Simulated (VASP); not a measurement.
# PbF2 (Fm-3m) in VASP: settings compared

Aim: see how the results for PbF2 move with the level of theory and the settings. Levels: PBE, r2SCAN. Tasks: single point.

Program: VASP 6.6.1. These are calculated values, not measurements. Logs are shortened: lines on timing, memory, paths and dates and some standing lists are left out, and cuts for length are marked.

**1. The cell of the first run**

It takes space group Fm-3m (No. 225, cubic). Conventional cell: a = 6.118 Å, b = 6.118 Å, c = 6.118 Å, α = 90.00°, β = 90.00°, γ = 90.00°. Pb (site symmetry m-3m) has 8 F at 2.65 Å within 3.5 Å. Within 3.5 Å of F (site symmetry -43m) lie 4 Pb at 2.65 Å and 6 F at 3.06 Å.

**2. Single point, PBE (volume changed by +6%)**

INCAR

```
  ALGO = Normal
  EDIFF = 1E-7
  ENCUT = 520
  GGA = PE
  ISIF = 2
  ISMEAR = 0
  LASPH = True
  LCHARG = False
  LREAL = False
  LWAVE = False
  NBANDS = 21
  NELM = 100
  PREC = Accurate
  SIGMA = 0.01
```

KPOINTS

```
k-points
0
Gamma
  6 6 6
```

POSCAR

```
PbF2
1.0
    0.0000000000      3.0591742878      3.0591742878
    3.0591742878      0.0000000000      3.0591742878
    3.0591742878      3.0591742878      0.0000000000
Pb F
1 2
Direct
    0.0000000000      0.0000000000      0.0000000000
    0.2500000000      0.2500000000      0.2500000000
    0.7500000000      0.7500000000      0.7500000000
```

Potentials or basis: VASP PAW PBE potentials, release 64 (Pb_d, F).

Run with:

```bash
$ cat potpaw_PBE.64/Pb_d/POTCAR potpaw_PBE.64/F/POTCAR > POTCAR
$ mpirun -np 1 vasp_std > vasp.out
```

OUTCAR:

```text
EDIFF = 1E-7
   ENCUT = 520
   GGA = PE
   ISIF = 2
   ISMEAR = 0
   LASPH = True
   LREAL = False
   NELM = 100
   PREC = Accurate

 ion  position               nearest neighbor table
   1  0.000  0.000  0.000-   3 2.65   3 2.65   3 2.65   2 2.65   3 2.65   2 2.65   2 2.65   2 2.65

   2  0.250  0.250  0.250-   1 2.65   1 2.65   1 2.65   1 2.65
   3  0.750  0.750  0.750-   1 2.65   1 2.65   1 2.65   1 2.65

  LATTYP: Found a face centered cubic cell.
 ALAT       =     6.1183485756

  Lattice vectors:

 A1 = (   0.0000000000,   3.0591742878,   3.0591742878)
 A2 = (   3.0591742878,   0.0000000000,   3.0591742878)
 A3 = (   3.0591742878,   3.0591742878,   0.0000000000)

Analysis of symmetry for initial positions (statically):
=====================================================================
 Subroutine PRICEL returns:
 Original cell was already a primitive cell.

 Routine SETGRP: Setting up the symmetry group for a
 face centered cubic supercell.

 Subroutine GETGRP returns: Found 48 space group operations
 (whereof 48 operations were pure point group operations)
 out of a pool of 48 trial point group operations.

The static configuration has the point symmetry O_h .

Analysis of symmetry for dynamics (positions and initial velocities):
=====================================================================
 Subroutine PRICEL returns:
 Original cell was already a primitive cell.

 Routine SETGRP: Setting up the symmetry group for a
 face centered cubic supercell.

 Subroutine GETGRP returns: Found 48 space group operations
 (whereof 48 operations were pure point group operations)
 out of a pool of 48 trial point group operations.

The dynamic configuration has the point symmetry O_h .

 Subroutine INISYM returns: Found 48 space group operations
 (whereof 48 operations are pure point group operations),
 and found     1 'primitive' translations

----------------------------------------------------------------------------------------

                                     Primitive cell

  volume of cell :      57.2589

  direct lattice vectors                    reciprocal lattice vectors
     0.000000000  3.059174288  3.059174288    -0.163442796  0.163442796  0.163442796
     3.059174288  0.000000000  3.059174288     0.163442796 -0.163442796  0.163442796
     3.059174288  3.059174288  0.000000000     0.163442796  0.163442796 -0.163442796

  length of vectors
     4.326325767  4.326325767  4.326325767     0.283091227  0.283091227  0.283091227

  position of ions in fractional coordinates (direct lattice)
     0.000000000  0.000000000  0.000000000
     0.250000000  0.250000000  0.250000000
     0.750000000  0.750000000  0.750000000

  ion indices of the primitive-cell ions
   primitive index   ion index
                 1           1
                 2           2
                 3           3

----------------------------------------------------------------------------------------

 KPOINTS: k-points

Automatic generation of k-mesh.
 Grid dimensions read from file:
 generate k-points for:    6    6    6

 Generating k-lattice:

  Cartesian coordinates                     Fractional coordinates (reciprocal lattice)
    -0.027240466  0.027240466  0.027240466     0.166666667  0.000000000  0.000000000
     0.027240466 -0.027240466  0.027240466     0.000000000  0.166666667  0.000000000
     0.027240466  0.027240466 -0.027240466     0.000000000  0.000000000  0.166666667

  Length of vectors
     0.047181871  0.047181871  0.047181871

  Shift w.r.t. Gamma in fractional coordinates (k-lattice)
     0.000000000  0.000000000  0.000000000

 Subroutine IBZKPT returns following result:
 ===========================================

 Found     16 irreducible k-points:

 Following reciprocal coordinates:
            Coordinates               Weight
  0.000000  0.000000  0.000000      1.000000
  0.166667  0.000000  0.000000      8.000000
  0.333333  0.000000  0.000000      8.000000
  0.500000  0.000000  0.000000      4.000000
  0.166667  0.166667  0.000000      6.000000
  0.333333  0.166667  0.000000     24.000000
[... 8 lines left out ...]
 -0.333333  0.333333  0.166667     24.000000
 -0.333333  0.500000  0.166667     12.000000
   k-points           NKPTS =     16   k-points in BZ     NKDIM =     16   number of bands    NBANDS=     21
   number of dos      NEDOS =    301   number of ions     NIONS =      3
   total plane-waves  NPLWV =  32768
   dimension x,y,z NGX =    32 NGY =   32 NGZ =   32
   dimension x,y,z NGXF=    64 NGYF=   64 NGZF=   64
   ions per type =               1   2
   NGX,Y,Z   is equivalent  to a cutoff of  12.30, 12.30, 12.30 a.u.
   NGXF,Y,Z  is equivalent  to a cutoff of  24.59, 24.59, 24.59 a.u.
 SYSTEM =  unknown system
   PREC   = accura    normal or accurate (medium, high low for compatibility)
   ISTART =      0    job   : 0-new  1-cont  2-samecut
   ICHARG =      2    charge: 1-file 2-atom 10-const
   ISPIN  =      1    spin polarized calculation?
   LNONCOLLINEAR =      F non collinear calculations
   LSORBIT =      F    spin-orbit coupling
   LASPH  =      T    aspherical Exc in radial PAW
   ENCUT  =  520.0 eV  38.22 Ry    6.18 a.u.   8.04  8.04  8.04*2*pi/ulx,y,z
   NELM   =    100;   NELMIN=  2; NELMDL= -5     # of ELM steps
   EDIFF  = 0.1E-06   stopping-criterion for ELM
   LREAL  =      F    real-space projection
   EDIFFG = 0.1E-05   stopping-criterion for IOM
   NSW    =      0    number of steps for IOM
   IBRION =     -1    ionic relax: 0-MD 1-quasi-New 2-CG
   NFREE  =      0    steps in history (QN), initial steepest desc. (CG)
   ISIF   =      2    stress and relaxation
   ISYM   =      2    0-nonsym 1-usesym 2-fastsym
   POTIM  = 0.5000    time-step for ionic-motion
   TEBEG  =    0.0;   TEEND  =   0.0 temperature during run
   PSTRESS=    0.0 pullay stress
   NELECT =      28.0000    total number of electrons
   NUPDOWN=      -1.0000    fix difference up-down
   EMIN   =  10.00;   EMAX   =-10.00  energy-range for DOS
   EFERMI =   0.00;   METHOD = LEGACY
   ISMEAR =     0;   SIGMA  =   0.01  broadening in eV -4-tet -1-fermi 0-gaus
   EFERMI_NEDOS =   21; number of points for ismear=-14 and -15
   IALGO  =     38    algorithm
   IMIX   =      4    mixing-type and parameters
     AMIX     =   0.40;   BMIX     =  1.00
[... 53 lines left out ...]
      5     -13.5609      2.00000
      6     -13.5609      2.00000
[... 13 lines left out ...]
     20      15.1013      0.00000
     21      16.8564      0.00000

 k-point     3 :       0.3333    0.0000    0.0000
  band No.  band energies     occupation
      1     -19.4545      2.00000
      2     -19.2366      2.00000
      3     -13.5799      2.00000
      4     -13.5799      2.00000
      5     -13.5470      2.00000
      6     -13.5470      2.00000
[... 13 lines left out ...]
     20      14.5145      0.00000
     21      15.2836      0.00000

 k-point     4 :       0.5000    0.0000    0.0000
  band No.  band energies     occupation
      1     -19.3685      2.00000
      2     -19.3165      2.00000
      3     -13.5821      2.00000
      4     -13.5821      2.00000
      5     -13.5376      2.00000
      6     -13.5376      2.00000
[... 13 lines left out ...]
     20      14.3450      0.00000
     21      14.4857      0.00000

 k-point     5 :       0.1667    0.1667    0.0000
  band No.  band energies     occupation
      1     -19.5366      2.00000
      2     -19.1624      2.00000
      3     -13.5722      2.00000
      4     -13.5722      2.00000
      5     -13.5673      2.00000
      6     -13.5582      2.00000
[... 13 lines left out ...]
     20      15.9915      0.00000
     21      16.7461      0.00000

 k-point     6 :       0.3333    0.1667    0.0000
  band No.  band energies     occupation
      1     -19.4659      2.00000
      2     -19.2245      2.00000
      3     -13.5738      2.00000
      4     -13.5681      2.00000
      5     -13.5518      2.00000
      6     -13.5460      2.00000
[... 13 lines left out ...]
     20      15.5494      0.00000
     21      16.3545      0.00000

 k-point     7 :       0.5000    0.1667    0.0000
  band No.  band energies     occupation
      1     -19.3766      2.00000
      2     -19.3052      2.00000
      3     -13.5756      2.00000
      4     -13.5716      2.00000
      5     -13.5372      2.00000
      6     -13.5287      2.00000
[... 13 lines left out ...]
     20      15.4802      0.00000
     21      16.3562      0.00000

 k-point     8 :      -0.3333    0.1667    0.0000
  band No.  band energies     occupation
      1     -19.4037      2.00000
      2     -19.2805      2.00000
      3     -13.5733      2.00000
      4     -13.5715      2.00000
      5     -13.5483      2.00000
      6     -13.5244      2.00000
[... 13 lines left out ...]
     20      15.2594      0.00000
     21      16.7742      0.00000

 k-point     9 :      -0.1667    0.1667    0.0000
  band No.  band energies     occupation
      1     -19.4929      2.00000
      2     -19.2013      2.00000
      3     -13.5724      2.00000
      4     -13.5707      2.00000
      5     -13.5653      2.00000
      6     -13.5447      2.00000
[... 13 lines left out ...]
     20      14.9236      0.00000
     21      17.0902      0.00000

 k-point    10 :       0.3333    0.3333    0.0000
  band No.  band energies     occupation
      1     -19.4329      2.00000
      2     -19.2502      2.00000
      3     -13.5783      2.00000
      4     -13.5500      2.00000
      5     -13.5439      2.00000
      6     -13.5439      2.00000
[... 13 lines left out ...]
     20      16.7673      0.00000
     21      17.7805      0.00000

 k-point    11 :       0.5000    0.3333    0.0000
  band No.  band energies     occupation
      1     -19.3808      2.00000
      2     -19.2945      2.00000
      3     -13.5795      2.00000
      4     -13.5522      2.00000
      5     -13.5343      2.00000
      6     -13.5206      2.00000
[... 13 lines left out ...]
     20      16.3390      0.00000
     21      17.3677      0.00000

 k-point    12 :      -0.3333    0.3333    0.0000
  band No.  band energies     occupation
      1     -19.3445      2.00000
      2     -19.3315      2.00000
      3     -13.5739      2.00000
      4     -13.5571      2.00000
      5     -13.5424      2.00000
      6     -13.4879      2.00000
[... 13 lines left out ...]
     20      16.1306      0.00000
     21      17.1998      0.00000

 k-point    13 :       0.5000    0.5000    0.0000
  band No.  band energies     occupation
      1     -19.3798      2.00000
      2     -19.2931      2.00000
      3     -13.5843      2.00000
      4     -13.5459      2.00000
      5     -13.5295      2.00000
      6     -13.5295      2.00000
[... 13 lines left out ...]
     20      17.4732      0.00000
     21      17.7941      0.00000

 k-point    14 :       0.5000    0.3333    0.1667
  band No.  band energies     occupation
      1     -19.4033      2.00000
      2     -19.2776      2.00000
      3     -13.5744      2.00000
      4     -13.5585      2.00000
      5     -13.5466      2.00000
      6     -13.5187      2.00000
[... 13 lines left out ...]
     20      16.2053      0.00000
     21      16.8656      0.00000

 k-point    15 :      -0.3333    0.3333    0.1667
  band No.  band energies     occupation
      1     -19.3444      2.00000
      2     -19.3314      2.00000
      3     -13.5736      2.00000
      4     -13.5596      2.00000
      5     -13.5366      2.00000
      6     -13.4990      2.00000
[... 13 lines left out ...]
     20      16.9018      0.00000
     21      16.9450      0.00000

 k-point    16 :      -0.3333    0.5000    0.1667
  band No.  band energies     occupation
      1     -19.3578      2.00000
      2     -19.3147      2.00000
      3     -13.5776      2.00000
      4     -13.5521      2.00000
      5     -13.5295      2.00000
      6     -13.5062      2.00000
[... 13 lines left out ...]
     20      15.7056      0.00000
     21      17.2638      0.00000

------------------------ aborting loop because EDIFF is reached ----------------------------------------

  FORCE on cell =-STRESS in cart. coord.  units (eV):
  Direction    XX          YY          ZZ          XY          YZ          ZX
  --------------------------------------------------------------------------------------
  -------------------------------------------------------------------------------------
  Total       -1.2794452     -1.2794452     -1.2794452      0.0000000     -0.0000000      0.0000000
  in kB      -35.8005427    -35.8005427    -35.8005427      0.0000000     -0.0000000      0.0000000
  external PRESSURE =     -35.8005427 kB  Pullay stress =       0.0000000 kB

 VOLUME and BASIS-vectors are now :
 -----------------------------------------------------------------------------
  energy-cutoff  :      520.00
  volume of cell :       57.26
      direct lattice vectors                 reciprocal lattice vectors
     0.000000000  3.059174288  3.059174288    -0.163442796  0.163442796  0.163442796
     3.059174288  0.000000000  3.059174288     0.163442796 -0.163442796  0.163442796
     3.059174288  3.059174288  0.000000000     0.163442796  0.163442796 -0.163442796

 POSITION                                       TOTAL-FORCE (eV/Angst)
 -----------------------------------------------------------------------------------
      0.00000      0.00000      0.00000        -0.000000      0.000000     -0.000000
      1.52959      1.52959      1.52959        -0.000000     -0.000000     -0.000000
      4.58876      4.58876      4.58876         0.000000      0.000000      0.000000
 -----------------------------------------------------------------------------------
    total drift:                                0.000000     -0.000000      0.000000

  FREE ENERGIE OF THE ION-ELECTRON SYSTEM (eV)
  ---------------------------------------------------
  free  energy   TOTEN  =       -14.3163701537 eV

  energy  without entropy=      -14.3163701537  energy(sigma->0) =      -14.31637015
```

Run time: 15 s. Hardware: 1 thread of Intel Xeon 6975P-C, shared host; peak memory 0.18 GiB.

What came out:

| Item | Value |
| --- | --- |
| Free energy | -14.3164 eV |
| Pressure | -3.6 GPa |
| Band gap on the k mesh | 4.38 eV, indirect (least direct gap 4.54 eV) |

Caveat: spin-orbit coupling is left out, which moves the levels of the heavy elements.

**3. Single point, r2SCAN (volume changed by -6%)**

POSCAR

```
PbF2
1.0
    0.0000000000      2.9000048101      2.9000048101
    2.9000048101      0.0000000000      2.9000048101
    2.9000048101      2.9000048101      0.0000000000
Pb F
1 2
Direct
    0.0000000000      0.0000000000      0.0000000000
    0.2500000000      0.2500000000      0.2500000000
    0.7500000000      0.7500000000      0.7500000000
```

INCAR.step1

```
SYSTEM = PbF2
PREC = Accurate
ENCUT = 520
ISMEAR = 0
SIGMA = 0.01
LREAL = .FALSE.
LASPH = .TRUE.
NELM = 60
NBANDS = 21
GGA = PE
ALGO = Normal
EDIFF = 1E-4
LWAVE = .TRUE.
LCHARG = .FALSE.
```

INCAR.step2

```
SYSTEM = PbF2
PREC = Accurate
ENCUT = 520
EDIFF = 1E-7
ISMEAR = 0
SIGMA = 0.01
LREAL = .FALSE.
LASPH = .TRUE.
NELM = 60
ALGO = Normal
ISIF = 2
LWAVE = .FALSE.
LCHARG = .FALSE.
METAGGA = R2SCAN
LMIXTAU = .TRUE.
NBANDS = 21
ISTART = 1
```

KPOINTS

```
Automatic mesh
0
G
  6 6 6
  0 0 0
```

Potentials or basis: VASP PAW PBE potentials, release 64 (Pb_d, F).

Run with:

```bash
$ cat potpaw_PBE.64/Pb_d/POTCAR potpaw_PBE.64/F/POTCAR > POTCAR
$ cp INCAR.step1 INCAR
$ mpirun -np 1 vasp_std > vasp.out
$ cp INCAR.step2 INCAR
$ mpirun -np 1 vasp_std > vasp.out
```

It took 54 s on 1 thread of Intel Xeon 6975P-C, shared host; peak memory 0.19 GiB.

The run converged. Its results:

```
Free energy            : -70.1057 eV
Pressure               : 5.5 GPa
Band gap on the k mesh : 4.93 eV, indirect (least direct gap 5.05 eV)
```

Levels at points of the mesh, in eV from the valence-band top:
| k point | band 10 | band 11 | band 12 | band 13 | band 14 | band 15 | band 16 | band 17 | band 18 | band 19 |
| --- | --- | --- | --- | --- | --- | --- | --- | --- | --- | --- |
| (0.00, 0.00, 0.00) | -3.09 | -3.09 | -2.57 | -2.57 | -2.57 | 7.37 | 7.37 | 7.37 | 10.84 | 16.07 |
| (0.50, 0.00, 0.00) | -3.33 | -3.33 | -2.74 | -2.74 | -0.07 | 5.36 | 8.46 | 8.46 | 13.59 | 14.47 |
| (0.50, 0.50, 0.00) | -4.28 | -2.12 | -2.11 | -2.11 | -0.12 | 4.93 | 8.71 | 8.71 | 8.92 | 15.34 |

Caveat: the PAW data sets were made with another functional, which shifts forces and pressure a little; spin-orbit coupling is left out, which moves the levels of the heavy elements.

**4. Single point, r2SCAN (volume changed by -3%)**

POSCAR

```
PbF2
1.0
    0.0000000000      2.9305334200      2.9305334200
    2.9305334200      0.0000000000      2.9305334200
    2.9305334200      2.9305334200      0.0000000000
Pb F
1 2
Direct
    0.0000000000      0.0000000000      0.0000000000
    0.2500000000      0.2500000000      0.2500000000
    0.7500000000      0.7500000000      0.7500000000
```

INCAR.step1

```
SYSTEM = PbF2
PREC = Accurate ; ENCUT = 520
ISMEAR = 0 ; SIGMA = 0.01
LREAL = .FALSE. ; LASPH = .TRUE.
NELM = 80 ; NBANDS = 21
GGA = PE ; ALGO = Normal
EDIFF = 1E-4 ; LWAVE = .TRUE.
LCHARG = .FALSE.
```

INCAR.step2

```
SYSTEM = PbF2
PREC = Accurate ; ENCUT = 520
EDIFF = 1E-7 ; ISMEAR = 0
SIGMA = 0.01 ; LREAL = .FALSE.
LASPH = .TRUE. ; NELM = 80
ALGO = Normal ; ISIF = 2
LWAVE = .FALSE. ; LCHARG = .FALSE.
METAGGA = R2SCAN ; LMIXTAU = .TRUE.
NBANDS = 21 ; ISTART = 1
```

KPOINTS

```
regular mesh
0
G
  6 6 6
  0 0 0
```

Run with:

```bash
$ cat potpaw_PBE.64/Pb_d/POTCAR potpaw_PBE.64/F/POTCAR > POTCAR
$ cp INCAR.step1 INCAR
$ mpirun -np 1 vasp_std > vasp.out
$ cp INCAR.step2 INCAR
$ mpirun -np 1 vasp_std > vasp.out
```

Run time: 55 s. Hardware: 1 thread of Intel Xeon 6975P-C, shared host; peak memory 0.19 GiB.

Results (log left out):

```yaml
Free_energy: -70.1473 eV
Pressure: 2.5 GPa
Band_gap_on_the_k_mesh: 4.95 eV, indirect (least direct gap 5.07 eV)
```

Levels at points of the mesh, in eV from the valence-band top:
| k point | band 11 | band 12 | band 13 | band 14 | band 15 | band 16 | band 17 | band 18 |
| --- | --- | --- | --- | --- | --- | --- | --- | --- |
| (0.00, 0.00, 0.00) | -2.86 | -2.34 | -2.34 | -2.34 | 7.36 | 7.36 | 7.36 | 10.78 |
| (0.50, 0.00, 0.00) | -3.06 | -2.52 | -2.52 | -0.05 | 5.39 | 8.37 | 8.37 | 13.54 |
| (0.50, 0.50, 0.00) | -1.91 | -1.90 | -1.90 | -0.11 | 4.95 | 8.60 | 8.60 | 9.02 |

Caveat: the PAW data sets were made with another functional, which shifts forces and pressure a little; spin-orbit coupling is left out, which moves the levels of the heavy elements.

**5. Summary**

| level | cell | gap on the mesh (eV) | pressure (GPa) |
| --- | --- | --- | --- |
| PBE | a = 4.326 Å, angles 60.0°, 3 atoms | 4.38 | -3.6 |
| r2SCAN | a = 4.101 Å, angles 60.0°, 3 atoms | 4.93 | 5.5 |
| r2SCAN | a = 4.144 Å, angles 60.0°, 3 atoms | 4.95 | 2.5 |

Alike in all rows: task single point; potentials or basis VASP PAW PBE potentials, release 64 (Pb_d, F); no spin polarisation; k mesh 6 × 6 × 6; cutoff (eV) 520; smearing gaussian 0.01 eV.

Caveats: spin-orbit coupling is left out, which moves the levels of the heavy elements; the PAW data sets were made with another functional, which shifts forces and pressure a little (some runs).

Total energies depend on the potentials used, so only differences within one code and one set of settings carry meaning.
